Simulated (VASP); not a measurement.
Set up this calculation in VASP 6.6.1, as the native input.

| Quantity | Value |
| --- | --- |
| Task | single point |
| Functional | PBE |
| Potentials or basis | VASP PAW PBE potentials, release 64 (Al, H) |
| Cutoff | 520 eV |
| k mesh | 6 × 6 × 1 |
| Occupations | gaussian, width 0.1 eV |
| Spin | collinear spin |
| Starting moments | [0.0, 0.0, 0.0, 0.0, 0.0, 0.0, 0.0, 0.0, 0.0, 0.0, 0.0, 0.0, 1.0] μB |
| Dipole correction | yes |
| Further INCAR settings | ALGO = Normal; EDIFF = 1e-07; NBANDS = 34 |

The structure of Al12H lies in POSCAR:

```
Al12H
1.0
    5.7143028096      0.0000000000      0.0000000000
   -2.8571514048      4.9487313980      0.0000000000
    0.0000000000      0.0000000000     21.6016424764
Al H
12 1
Direct
    0.3333333333      0.1666666667      0.1851711047
    0.3333333333      0.6666666667      0.1851711047
    0.8333333333      0.1666666667      0.1851711047
    0.8333333333      0.6666666667      0.1851711047
    0.1666666667      0.3333333333      0.2916873740
    0.1666666667      0.8333333333      0.2916873740
    0.6666666667      0.3333333333      0.2916873740
    0.6666666667      0.8333333333      0.2916873740
    0.0000000000      0.0000000000      0.3981939098
    0.0000000000      0.5000000000      0.3981939098
    0.5000000000      0.0000000000      0.3981939098
    0.5000000000      0.5000000000      0.3981939098
    0.3333333333     -0.3333333333      0.3843060770
```

These files were run (other wordings do the same):

INCAR

```
  PREC = Accurate
  ENCUT = 520
  EDIFF = 1E-7
  ISMEAR = 0
  SIGMA = 0.1
  LREAL = False
  LASPH = True
  NELM = 150
  ALGO = Normal
  ISIF = 2
  LWAVE = False
  LCHARG = False
  ISPIN = 2
  MAGMOM = 0 0 0 0 0 0 0 0 0 0 0 0 1
  LORBIT = 11
  LDIPOL = True
  IDIPOL = 3
  DIPOL = 0.5 0.5 0.299
  GGA = PE
  NBANDS = 34
```

KPOINTS

```
Automatic mesh
0
Gamma
  6 6 1
```

Potentials or basis: VASP PAW PBE potentials, release 64 (Al, H).

Run with:

```bash
$ cat potpaw_PBE.64/Al/POTCAR potpaw_PBE.64/H/POTCAR > POTCAR
$ mpirun -np 1 vasp_std > vasp.out
```

It gave:

The largest force is 1.256 eV/Å, the net moment is 0.00 μB per cell and the valence electrons inside the program's atomic spheres are Al 0.76, 0.78 (each value once); H 0.64.

It took 8.4 min on 1 thread of Intel(R) Xeon(R) 6975P-C (Granite Rapids), on a shared host, peak memory 0.89 GiB.
